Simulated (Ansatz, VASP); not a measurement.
**One calculation of NbP, two programs**

Contents of INCAR:

```
PREC     = Accurate       # precision mode
ENCUT    = 520            # plane-wave cutoff, eV
EDIFF    = 1E-7           # SCF threshold, eV
ISMEAR   = -1             # smearing method
SIGMA    = 0.1            # smearing width, eV
LREAL    = F              # projectors in reciprocal space
LASPH    = T              # aspherical terms in the spheres
NELM     = 60             # most SCF steps
ALGO     = Normal         # electronic algorithm
ISIF     = 2              # what is computed and relaxed
LWAVE    = F              # write WAVECAR
LCHARG   = F              # write CHGCAR
GGA      = PE             # functional
NBANDS   = 16             # bands
```

The input KPOINTS:

```
regular mesh
0
Gamma
  13 13 13
```

Contents of POSCAR:

```
NbP
1.0
    2.8256527308      0.0000000000      0.0000000000
    0.0000000000      2.8256527308      0.0000000000
    0.0000000000      0.0000000000      2.8256527308
Nb P
1 1
Direct
    0.0000000000      0.0000000000      0.0000000000
    0.5000000000      0.5000000000      0.5000000000
```

Input for Ansatz:

```yaml
crystal:
  lattice:
    - [2.8256527308, 0.0, 0.0]
    - [0.0, 2.8256527308, 0.0]
    - [0.0, 0.0, 2.8256527308]
  atoms:
    - { symbol: Nb, position: [0.0, 0.0, 0.0] }
    - { symbol: P, position: [0.5, 0.5, 0.5] }
kpoints:
  mp_grid: { grid: [13, 13, 13] }
scf:
  occupations: { method: fermi_dirac, width: 0.1 }
hamiltonian:
  xc: pbe
  pseudopotentials: { kind: all_electron, lapw: { basis_error: 0.001 } }
output:
  forces: true
  stress: true
  eigenvalues: true
  populations: true
```

Change from the starting cell: volume scaled by 0.75, LAPW.

Alike in both runs: task single point; functional PBE; k mesh 13 × 13 × 13; occupations fermi-dirac, width 0.1 eV; no spin polarisation.

|  | VASP | Ansatz |
| --- | --- | --- |
| version | VASP 6.6.1 | Ansatz 0.2.0 |
| potentials or method | VASP PAW PBE potentials, release 64 (Nb_sv, P), cutoff 520 eV | all-electron LAPW, scalar-relativistic |

```tsv
	VASP	Ansatz	Ansatz less VASP
pressure (GPa)	99.6	100.6	+0.95
```

Both programs put the cell under a high pressure, so it lies far from rest at this level. Ansatz ran all-electron here, and VASP with PAW potentials.

Noted on VASP's run: the cell as given lies far from equilibrium.
